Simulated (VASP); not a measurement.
# SrO (Fm-3m) in VASP: dielectric tensor with r2SCAN

Aim: the dielectric tensor of SrO with r2SCAN.

Everything below comes from runs of VASP 6.6.1. Logs are shortened: lines on timing, memory, paths and dates and some standing lists are left out, and cuts for length are marked.

### Step 1. The cell of the first run

Symmetry: Fm-3m, No. 225, cubic system. The conventional cell has a = 5.160 Å, b = 5.160 Å, c = 5.160 Å, α = 90.00°, β = 90.00°, γ = 90.00°. Within 3.4 Å of Sr (site symmetry m-3m) lie 6 O at 2.58 Å. O (site symmetry m-3m) has 6 Sr at 2.58 Å within 3.4 Å.

### Step 2. Dielectric tensor, r2SCAN

INCAR

```
SYSTEM = SrO
ALGO = Normal
EDIFF = 1E-8
ENCUT = 520
ISIF = 2
ISMEAR = 0
LASPH = .True.
LCALCEPS = .True.
LCHARG = .False.
LMIXTAU = .True.
LREAL = .False.
LWAVE = .False.
METAGGA = R2SCAN
NELM = 100
PREC = Accurate
SIGMA = 0.01
```

KPOINTS

```
k-points
0
Gamma
  8 8 8
  0 0 0
```

POSCAR

```
SrO
1.0
    0.0000000000      2.5798923265      2.5798923265
    2.5798923265      0.0000000000      2.5798923265
    2.5798923265      2.5798923265      0.0000000000
Sr O
1 1
Direct
    0.0000000000      0.0000000000      0.0000000000
    0.5000000000      0.5000000000      0.5000000000
```

Potentials or basis: VASP PAW PBE potentials, release 64 (Sr_sv, O).

Command:

```bash
> cat potpaw_PBE.64/Sr_sv/POTCAR potpaw_PBE.64/O/POTCAR > POTCAR
> mpirun -np 1 vasp_std > vasp.out
```

OUTCAR:

```text
SYSTEM = SrO
   EDIFF = 1E-8
   ENCUT = 520
   ISIF = 2
   ISMEAR = 0
   LASPH = .True.
   LREAL = .False.
   METAGGA = R2SCAN
   NELM = 100
   PREC = Accurate

 ion  position               nearest neighbor table
   1  0.000  0.000  0.000-   2 2.58   2 2.58   2 2.58   2 2.58   2 2.58   2 2.58
   2  0.500  0.500  0.500-   1 2.58   1 2.58   1 2.58   1 2.58   1 2.58   1 2.58

  LATTYP: Found a face centered cubic cell.
 ALAT       =     5.1597846530

  Lattice vectors:

 A1 = (   0.0000000000,   2.5798923265,   2.5798923265)
 A2 = (   2.5798923265,   0.0000000000,   2.5798923265)
 A3 = (   2.5798923265,   2.5798923265,   0.0000000000)

Analysis of symmetry for initial positions (statically):
=====================================================================
 Subroutine PRICEL returns:
 Original cell was already a primitive cell.

 Routine SETGRP: Setting up the symmetry group for a
 face centered cubic supercell.

 Subroutine GETGRP returns: Found 48 space group operations
 (whereof 48 operations were pure point group operations)
 out of a pool of 48 trial point group operations.

The static configuration has the point symmetry O_h .

Analysis of symmetry for dynamics (positions and initial velocities):
=====================================================================
 Subroutine PRICEL returns:
 Original cell was already a primitive cell.

 Routine SETGRP: Setting up the symmetry group for a
 face centered cubic supercell.

 Subroutine GETGRP returns: Found 48 space group operations
 (whereof 48 operations were pure point group operations)
 out of a pool of 48 trial point group operations.

The dynamic configuration has the point symmetry O_h .

 Subroutine INISYM returns: Found 48 space group operations
 (whereof 48 operations are pure point group operations),
 and found     1 'primitive' translations

----------------------------------------------------------------------------------------

                                     Primitive cell

  volume of cell :      34.3427

  direct lattice vectors                    reciprocal lattice vectors
     0.000000000  2.579892326  2.579892326    -0.193806538  0.193806538  0.193806538
     2.579892326  0.000000000  2.579892326     0.193806538 -0.193806538  0.193806538
[... 140 lines left out ...]
 fundamental gap:   9998.7060415821
 Fermi energy:         1.4028637338

 k-point     1 :       0.0000    0.0000    0.0000
  band No.  band energies     occupation
      1     -32.2154      2.00000
      2     -14.7214      2.00000
      3     -13.2491      2.00000
      4     -13.2491      2.00000
      5     -13.2491      2.00000
      6       1.2939      2.00000
      7       1.2939      2.00000
      8       1.2940      2.00000
      9   10000.0000      0.00000
     10   10000.0000      0.00000
     11   10000.0000      0.00000
     12   10000.0000      0.00000
[... 331 lines left out ...]
 k-point    24 :      -0.3750    0.2500    0.1250
  band No.  band energies     occupation
      1     -32.0622      2.00000
      2     -15.7525      2.00000
      3     -13.6146      2.00000
      4     -13.4695      2.00000
      5     -12.5715      2.00000
      6      -0.2322      2.00000
      7       0.4468      2.00000
      8       0.5216      2.00000
      9   10000.0000      0.00000
     10   10000.0000      0.00000
     11   10000.0000      0.00000
     12   10000.0000      0.00000

 [... further k-points ...]

------------------------ aborting loop because EDIFF is reached ----------------------------------------

            Ionic dipole moment: p[ion]=(   -15.47935   -15.47935   -15.47935 ) |e| Angst

 Total electronic dipole moment: p[elc]=(     0.00000     0.00000     0.00478 ) |e| Angst

 MACROSCOPIC STATIC DIELECTRIC TENSOR (including local field effects)
 ------------------------------------------------------
           3.516455    -0.000000     0.000000
           0.000000     3.516455    -0.000000
           0.000000    -0.000000     3.516455
 ------------------------------------------------------

 PIEZOELECTRIC TENSOR (including local field effects) (e Angst)
          XX          YY          ZZ          XY          YZ          ZX
  --------------------------------------------------------------------------------
  x     0.00000     0.00000     0.00000     0.00000     0.00000     0.00000
  y     0.00000     0.00000     0.00000     0.00000     0.00000     0.00000
  z     0.00000     0.00000     0.00000     0.00000     0.00000     0.00000

 PIEZOELECTRIC TENSOR (including local field effects) (C/m^2)
          XX          YY          ZZ          XY          YZ          ZX
  --------------------------------------------------------------------------------
  x     0.00000     0.00000     0.00000     0.00000     0.00000     0.00000
  y     0.00000     0.00000     0.00000     0.00000     0.00000     0.00000
  z     0.00000     0.00000     0.00000     0.00000     0.00000     0.00000

 BORN EFFECTIVE CHARGES (including local field effects) (in |e|, cummulative output)
 ---------------------------------------------------------------------------------
 ion    1
    1     2.40874     0.00000    -0.00000
    2     0.00000     2.40874    -0.00000
    3     0.00000     0.00000     2.40874
 ion    2
    1    -2.40874    -0.00000     0.00000
    2    -0.00000    -2.40874     0.00000
    3    -0.00000    -0.00000    -2.40874

  FORCE on cell =-STRESS in cart. coord.  units (eV):
  Direction    XX          YY          ZZ          XY          YZ          ZX
  --------------------------------------------------------------------------------------
  -------------------------------------------------------------------------------------
  Total        0.1130165      0.1130165      0.1130165      0.0000000      0.0000000     -0.0000000
  in kB        5.2725116      5.2725116      5.2725116      0.0000000      0.0000000     -0.0000000
  external PRESSURE =       5.2725116 kB  Pullay stress =       0.0000000 kB

 VOLUME and BASIS-vectors are now :
 -----------------------------------------------------------------------------
  energy-cutoff  :      520.00
  volume of cell :       34.34
      direct lattice vectors                 reciprocal lattice vectors
     0.000000000  2.579892326  2.579892326    -0.193806538  0.193806538  0.193806538
     2.579892326  0.000000000  2.579892326     0.193806538 -0.193806538  0.193806538
     2.579892326  2.579892326  0.000000000     0.193806538  0.193806538 -0.193806538

 POSITION                                       TOTAL-FORCE (eV/Angst)
 -----------------------------------------------------------------------------------
      0.00000      0.00000      0.00000        -0.000000     -0.000000      0.000000
      2.57989      2.57989      2.57989         0.000000      0.000000     -0.000000
 -----------------------------------------------------------------------------------
    total drift:                                0.000000      0.000000      0.000000

  FREE ENERGIE OF THE ION-ELECTRON SYSTEM (eV)
  ---------------------------------------------------
  free  energy   TOTEN  =       -27.0556987200 eV

  energy  without entropy=      -27.0556987200  energy(sigma->0) =      -27.05569872
```

OSZICAR:

```text
N       E                     dE             d eps       ncg     rms          rms(c)
DAV:   1     0.586308386572E+02    0.58631E+02   -0.87724E+03   696   0.132E+03
DAV:   2    -0.310684745910E+02   -0.89699E+02   -0.82290E+02   976   0.254E+02
DAV:   3    -0.346188927201E+02   -0.35504E+01   -0.35154E+01   912   0.490E+01
[... 12 lines left out ...]
DMP:  10    -0.270556985924E+02   -0.77878E-07   -0.63856E-07  1800   0.928E-07   0.129E-06
DMP:  11    -0.270556986400E+02   -0.47620E-07   -0.37901E-07  1800   0.540E-07   0.785E-07
DMP:  12    -0.270556986705E+02   -0.30499E-07   -0.27726E-07  1800   0.392E-07   0.579E-07
DMP:  13    -0.270556986941E+02   -0.23535E-07   -0.19399E-07  1800   0.236E-07   0.480E-07
DMP:  14    -0.270556987102E+02   -0.16139E-07   -0.11769E-07  1800   0.127E-07   0.322E-07
DMP:  15    -0.270556987200E+02   -0.98339E-08   -0.71938E-08  1800   0.772E-08   0.198E-07
   1 F= -.27055699E+02 E0= -.27055699E+02  d E =-.979209E-56
```

Wall time 55 min (1 thread of Intel Xeon Platinum 8259CL at 2.50GHz (Skylake/Cascade Lake), shared host); peak memory 0.4 GiB.

What came out:

* Band gap on the k mesh: 3.75 eV (least direct gap 3.84 eV)
* Electronic dielectric tensor (diagonal): 3.52
* Born charges (mean of the diagonal): Sr +2.41; O -2.41 e

Levels at points of the mesh, in eV from the valence-band top:
```tsv
k point	band 6	band 7	band 8	band 9	band 10	band 11
(0.00, 0.00, 0.00)	0.00	0.00	0.00	4.58	6.75	6.75
(0.50, 0.00, 0.00)	-2.10	-1.11	-1.11	7.07	8.99	9.42
(0.50, 0.50, 0.00)	-0.45	-0.09	-0.09	3.75	8.44	10.85
```

Electronic dielectric tensor:
```
3.52 0.00 0.00
0.00 3.52 0.00
0.00 0.00 3.52
```

Born effective charge tensors (e):
atom 1, Sr
```
2.41 0.00 0.00
0.00 2.41 0.00
0.00 0.00 2.41
```
atom 2, O
```
-2.41  0.00  0.00
 0.00 -2.41  0.00
 0.00  0.00 -2.41
```

Dipole moments of the cell (e·Å, modulo the quantum): ionic -15.479, -15.479, -15.479; electronic 0.000, 0.000, 0.005

Caveat: the PAW data sets were made with another functional, which shifts forces and pressure a little. A k mesh can miss the band edges.
